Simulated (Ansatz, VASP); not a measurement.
**HgTe in VASP and in Ansatz**

```
CELL_PARAMETERS angstrom
0.00000 3.40294 2.89250
3.40294 0.00000 2.89250
3.40294 3.40294 0.00000
ATOMIC_POSITIONS crystal
Hg 0.00000 0.00000 0.00000
Te 0.75000 0.75000 0.75000
```

Alike in both runs: task single point; functional PBE; k mesh 14 × 14 × 14; occupations gaussian, width 0.15 eV; no spin polarisation.

```csv
,VASP,Ansatz
version,VASP 6.6.1,Ansatz 0.2.0
potentials or method,"VASP PAW PBE potentials, release 64 (Hg, Te), cutoff 520 eV","scalar-relativistic, plane waves, PAW"
valence electrons in the cell,18,36
```

```csv
,VASP,Ansatz,Ansatz less VASP
gap on the k mesh at the Fermi level (eV),0.13,0.13,+0.001
least direct gap on the mesh (eV),0.36,0.36,-0.003
pressure (GPa),3.6,3.6,-0.08
"traceless stress, the component that is largest in VASP (GPa)",0.85,0.86,+0.004
```

VASP's potentials hold 18 valence electrons a cell and Ansatz's 36, so a difference there can come from the potentials and not from the codes.

Spin-orbit coupling is off throughout.
